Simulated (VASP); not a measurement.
# ZnS (F-43m) in VASP: notebook, part 2 of 2

VASP 6.6.1. The steps go on from the part before.

**5. Single point, r2SCAN**

This run uses another cell than the first one, of 19.19 Å³/atom, 0.980 times its volume.

Contents of POSCAR:

```
ZnS
1.0
    0.0000000000      2.6770924800      2.6770924800
    2.6770924800      0.0000000000      2.6770924800
    2.6770924800      2.6770924800      0.0000000000
Zn S
1 1
Direct
    0.2500000000      0.2500000000      0.2500000000
    0.0000000000      0.0000000000      0.0000000000
```

Contents of INCAR.step1:

```
  PREC = Accurate
  ENCUT = 520
  ISMEAR = -1
  SIGMA = 0.02
  LREAL = F
  LASPH = T
  NELM = 60
  NBANDS = 16
  GGA = PE
  ALGO = Normal
  EDIFF = 1E-4
  LWAVE = T
  LCHARG = F
```

Contents of INCAR.step2:

```
  PREC = Accurate
  ENCUT = 520
  EDIFF = 1E-6
  ISMEAR = -1
  SIGMA = 0.02
  LREAL = F
  LASPH = T
  NELM = 60
  ALGO = Normal
  ISIF = 2
  LWAVE = F
  LCHARG = F
  METAGGA = R2SCAN
  LMIXTAU = T
  NBANDS = 16
  ISTART = 1
```

Contents of KPOINTS:

```
Automatic mesh
0
Gamma
  10 10 10
```

On the command line:

```
cat potpaw_PBE.64/Zn/POTCAR potpaw_PBE.64/S/POTCAR > POTCAR
cp INCAR.step1 INCAR
mpirun -np 1 vasp_std > vasp.out
cp INCAR.step2 INCAR
mpirun -np 1 vasp_std > vasp.out
```

Run time: 42 s. Hardware: 1 thread of Intel Xeon 6975P-C (Granite Rapids), shared host; peak memory 0.17 GiB.

It converged, with:

| Quantity | Value |
| --- | --- |
| Free energy | -18.8628 eV |
| Pressure | 1.6 GPa |
| Band gap on the k mesh | 2.81 eV, direct |

Levels at points of the mesh, in eV from the valence-band top:
```csv
k point,band 6,band 7,band 8,band 9,band 10,band 11,band 12,band 13
"(0.00, 0.00, 0.00)",-6.03,0.00,0.00,0.00,2.81,6.88,6.88,6.88
"(0.50, 0.00, 0.00)",-5.83,-5.59,-0.93,-0.93,3.87,7.37,7.37,9.53
"(0.50, 0.50, 0.00)",-5.81,-4.73,-2.39,-2.39,3.67,4.48,11.98,13.02
```

Caveat: the PAW data sets were made with another functional, which shifts forces and pressure a little.

**6. Single point, r2SCAN**

Contents of POSCAR:

```
ZnS
1.0
    0.0000000000      2.6951814900      2.6951814900
    2.6951814900      0.0000000000      2.6951814900
    2.6951814900      2.6951814900      0.0000000000
Zn S
1 1
Direct
    0.2500000000      0.2500000000      0.2500000000
    0.0000000000      0.0000000000      0.0000000000
```

Contents of INCAR.step1:

```
ALGO     = Normal         # electronic algorithm
EDIFF    = 1E-4           # SCF threshold, eV
ENCUT    = 520            # plane-wave cutoff, eV
GGA      = PE             # functional
ISMEAR   = -1             # smearing method
LASPH    = T              # aspherical terms in the spheres
LCHARG   = F              # write CHGCAR
LREAL    = F              # projectors in reciprocal space
LWAVE    = T              # write WAVECAR
NBANDS   = 16             # bands
NELM     = 60             # most SCF steps
PREC     = Accurate       # precision mode
SIGMA    = 0.02           # smearing width, eV
```

Contents of INCAR.step2:

```
ALGO     = Normal         # electronic algorithm
EDIFF    = 1E-6           # SCF threshold, eV
ENCUT    = 520            # plane-wave cutoff, eV
ISIF     = 2              # what is computed and relaxed
ISMEAR   = -1             # smearing method
ISTART   = 1            
LASPH    = T              # aspherical terms in the spheres
LCHARG   = F              # write CHGCAR
LMIXTAU  = T            
LREAL    = F              # projectors in reciprocal space
LWAVE    = F              # write WAVECAR
METAGGA  = R2SCAN         # meta-GGA
NBANDS   = 16             # bands
NELM     = 60             # most SCF steps
PREC     = Accurate       # precision mode
SIGMA    = 0.02           # smearing width, eV
```

Contents of KPOINTS:

```
k-points
0
Gamma
  10 10 10
```

Potentials or basis: VASP PAW PBE potentials, release 64 (Zn, S).

On the command line:

```
cat potpaw_PBE.64/Zn/POTCAR potpaw_PBE.64/S/POTCAR > POTCAR
cp INCAR.step1 INCAR
mpirun -np 1 vasp_std > vasp.out
cp INCAR.step2 INCAR
mpirun -np 1 vasp_std > vasp.out
```

OUTCAR:

```text
EDIFF = 1E-6
   ENCUT = 520
   ISIF = 2
   ISMEAR = -1
   ISTART = 1
   LASPH = T
   LREAL = F
   METAGGA = R2SCAN
   NELM = 60
   PREC = Accurate

 ion  position               nearest neighbor table
   1  0.250  0.250  0.250-   2 2.33   2 2.33   2 2.33   2 2.33
   2  0.000  0.000  0.000-   1 2.33   1 2.33   1 2.33   1 2.33

  LATTYP: Found a face centered cubic cell.
 ALAT       =     5.3903629800

  Lattice vectors:

 A1 = (   0.0000000000,   2.6951814900,   2.6951814900)
 A2 = (   2.6951814900,   0.0000000000,   2.6951814900)
 A3 = (   2.6951814900,   2.6951814900,   0.0000000000)

Analysis of symmetry for initial positions (statically):
=====================================================================
 Subroutine PRICEL returns:
 Original cell was already a primitive cell.

 Routine SETGRP: Setting up the symmetry group for a
 face centered cubic supercell.

 Subroutine GETGRP returns: Found 24 space group operations
 (whereof 24 operations were pure point group operations)
 out of a pool of 48 trial point group operations.

The static configuration has the point symmetry T_d .

Analysis of symmetry for dynamics (positions and initial velocities):
[... 159 lines left out ...]

 val. band max:        1.9021341510   @ k =   0.0000   0.0000   0.0000
 cond. band min:       4.6121279568   @ k =   0.0000   0.0000   0.0000
 fundamental gap:      2.7099938058
 Fermi energy:         2.2754673561

 k-point     1 :       0.0000    0.0000    0.0000
  band No.  band energies     occupation
      1     -11.8279      2.00000
      2      -4.6275      2.00000
      3      -4.6275      2.00000
      4      -4.6275      2.00000
      5      -4.0717      2.00000
      6      -4.0717      2.00000
[... 433 lines left out ...]
      3      -4.3643      2.00000
      4      -4.3526      2.00000
      5      -4.0496      2.00000
      6      -4.0120      2.00000
[... 8 lines left out ...]
     15      15.9283      0.00000
     16      18.5900      0.00000

 [... further k-points ...]

------------------------ aborting loop because EDIFF is reached ----------------------------------------

  FORCE on cell =-STRESS in cart. coord.  units (eV):
  Direction    XX          YY          ZZ          XY          YZ          ZX
  --------------------------------------------------------------------------------------
  -------------------------------------------------------------------------------------
  Total       -0.0137747     -0.0137747     -0.0137747     -0.0000000      0.0000000     -0.0000000
  in kB       -0.5636341     -0.5636341     -0.5636341     -0.0000000      0.0000000     -0.0000000
  external PRESSURE =      -0.5636341 kB  Pullay stress =       0.0000000 kB

 VOLUME and BASIS-vectors are now :
 -----------------------------------------------------------------------------
  energy-cutoff  :      520.00
  volume of cell :       39.16
      direct lattice vectors                 reciprocal lattice vectors
     0.000000000  2.695181490  2.695181490    -0.185516264  0.185516264  0.185516264
     2.695181490  0.000000000  2.695181490     0.185516264 -0.185516264  0.185516264
     2.695181490  2.695181490  0.000000000     0.185516264  0.185516264 -0.185516264

 POSITION                                       TOTAL-FORCE (eV/Angst)
 -----------------------------------------------------------------------------------
      1.34759      1.34759      1.34759         0.000000      0.000000      0.000000
      0.00000      0.00000      0.00000        -0.000000     -0.000000     -0.000000
 -----------------------------------------------------------------------------------
    total drift:                               -0.000011     -0.000011     -0.000011

  FREE ENERGIE OF THE ION-ELECTRON SYSTEM (eV)
  ---------------------------------------------------
  free  energy   TOTEN  =       -18.8664043259 eV

  energy  without entropy=      -18.8664043258  energy(sigma->0) =      -18.86640433
```

OSZICAR.step1:

```text
N       E                     dE             d eps       ncg     rms          rms(c)
DAV:   1     0.823885952899E+02    0.82389E+02   -0.85151E+03  1504   0.134E+03
DAV:   2    -0.204946813731E+01   -0.84438E+02   -0.79056E+02  1712   0.258E+02
DAV:   3    -0.721889603596E+01   -0.51694E+01   -0.51462E+01  1888   0.599E+01
DAV:   4    -0.727044805988E+01   -0.51552E-01   -0.51537E-01  1808   0.625E+00
DAV:   5    -0.727096923164E+01   -0.52117E-03   -0.52116E-03  1904   0.601E-01    0.696E+00
DAV:   6    -0.686438185799E+01    0.40659E+00   -0.73631E-01  2248   0.301E+01    0.543E+00
DAV:   7    -0.684380586527E+01    0.20576E-01   -0.25200E-01  1816   0.455E+00    0.277E+00
DAV:   8    -0.684307229460E+01    0.73357E-03   -0.51686E-03  1872   0.898E-01    0.730E-01
DAV:   9    -0.684330397684E+01   -0.23168E-03   -0.12757E-03  1824   0.284E-01    0.946E-02
DAV:  10    -0.684347312813E+01   -0.16915E-03   -0.23286E-04  1824   0.122E-01    0.434E-02
DAV:  11    -0.684346405035E+01    0.90778E-05   -0.29038E-05  1000   0.588E-02
   1 F= -.68434641E+01 E0= -.68434641E+01  d E =-.388520E-12
```

It took 48 s on 1 thread of Intel Xeon 6975P-C (Granite Rapids), shared host; peak memory 0.17 GiB.

What came out:

| Property | Result |
| --- | --- |
| Free energy | -18.8664 eV |
| Pressure | -0.1 GPa |
| Band gap on the k mesh | 2.71 eV, direct |

Caveat: the PAW data sets were made with another functional, which shifts forces and pressure a little.

**7. Overview**

| cell | k mesh | gap on the mesh (eV) | pressure (GPa) |
| --- | --- | --- | --- |
| a = 3.812 Å, angles 60.0°, 2 atoms | 8 × 8 × 8 | 2.71 | -0.1 |
| a = 3.734 Å, angles 60.0°, 2 atoms | 10 × 10 × 10 | 3.01 | 5.5 |
| a = 3.760 Å, angles 60.0°, 2 atoms | 10 × 10 × 10 | 2.90 | 3.4 |
| a = 3.786 Å, angles 60.0°, 2 atoms | 10 × 10 × 10 | 2.81 | 1.6 |
| a = 3.812 Å, angles 60.0°, 2 atoms | 10 × 10 × 10 | 2.71 | -0.1 |

Alike in all rows: task single point; level r2SCAN; potentials or basis VASP PAW PBE potentials, release 64 (Zn, S); no spin polarisation; cutoff (eV) 520; smearing fermi-dirac 0.02 eV.

Caveats: the PAW data sets were made with another functional, which shifts forces and pressure a little.

Absolute energies hang on the potentials; compare differences alone.

**8. How close it comes**

Step 2. A measured gap of ZnS is 3.85 eV (direct; 19 K; quoted in “Electronic, vibrational, and thermodynamic properties of ZnS (zincblende and rocksalt structure)”, 2009, arxiv:0911.5022); the calculated 2.71 eV misses it by -1.14 eV. The value is that of r2SCAN, without temperature or zero-point motion.

Step 5. Measured gap of ZnS: 3.85 eV (direct; 19 K; quoted in “Electronic, vibrational, and thermodynamic properties of ZnS (zincblende and rocksalt structure)”, 2009, arxiv:0911.5022). This calculation gives 2.81 eV (-1.04 eV). The value is that of r2SCAN, without temperature or zero-point motion.

Step 6. Measured gap of ZnS: 3.85 eV (direct; 19 K; quoted in “Electronic, vibrational, and thermodynamic properties of ZnS (zincblende and rocksalt structure)”, 2009, arxiv:0911.5022). This calculation gives 2.71 eV (-1.14 eV). The value is that of r2SCAN, without temperature or zero-point motion.
